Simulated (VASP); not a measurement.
Input of a VASP 6.6.1 run:

Contents of INCAR:

```
ALGO = Normal
EDIFF = 1E-7
ENCUT = 520
GGA = PE
ISIF = 2
ISMEAR = 0
LASPH = T
LCHARG = T
LELF = T
LREAL = F
LVHAR = T
LWAVE = F
NBANDS = 10
NELM = 60
PREC = Accurate
SIGMA = 0.15
```

File KPOINTS:

```
k-points
0
Gamma
  22 22 22
```

File POSCAR:

```
Ir
1.0
    0.0000000000      1.9197000000      1.7757225000
    1.9197000000      0.0000000000      1.7757225000
    1.9197000000      1.9197000000      0.0000000000
Ir
1
Direct
    0.0000000000      0.0000000000      0.0000000000
```

Potentials or basis: VASP PAW PBE potentials, release 64 (Ir).

Launch:

```sh
$ cat potpaw_PBE.64/Ir/POTCAR > POTCAR
$ mpirun -np 1 vasp_std > vasp.out
```

Question: Predict the pressure.

Answer: 48.9 GPa.

Stress tensor (GPa, compression positive):
```
37.66  0.00  0.00
 0.00 37.66  0.00
 0.00  0.00 71.31
```

Caveat: the cell differs from its parent crystal (strain -0.0750 x Voigt [0, 0, 1, 0, 0, 0]).
